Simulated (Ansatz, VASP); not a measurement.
TiH6 in VASP and in Ansatz

```
Ti H
1.0
     3.27291    0.00000    0.00000
     0.00000    3.27291    0.00000
     0.00000    0.00000    3.27291
Ti H
1 6
Direct
  0.50000 0.50000 0.50000
  0.64319 0.00000 0.00000
  0.35681 0.00000 0.00000
  0.00000 0.64319 0.00000
  0.00000 0.35681 0.00000
  0.00000 0.00000 0.64319
  0.00000 0.00000 0.35681
```

Alike in both runs: functional PBE; k mesh 6 × 6 × 6; occupations gaussian, width 0.1 eV; no spin polarisation.

Ansatz relaxed the structure, and its values are those at the end. VASP's run is a single point on that final structure, the one shown.

```csv
,VASP,Ansatz
version,VASP 6.6.1,Ansatz 0.2.0
potentials or method,"VASP PAW PBE potentials, release 64 (Ti_sv, H), cutoff 500 eV","scalar-relativistic, plane waves, PAW"
valence electrons in the cell,18,18
```

Ansatz gave:

* gap on the k mesh at the Fermi level (eV): none
* pressure (GPa): -0.1
* rms of the force components (eV/Å): 0.017

Estimate VASP's values.

gap on the k mesh at the Fermi level (eV): none; pressure (GPa): -0.5; rms of the force components (eV/Å): 0.018.

A gap of «none» marks a metal or a gap that the smearing closes.
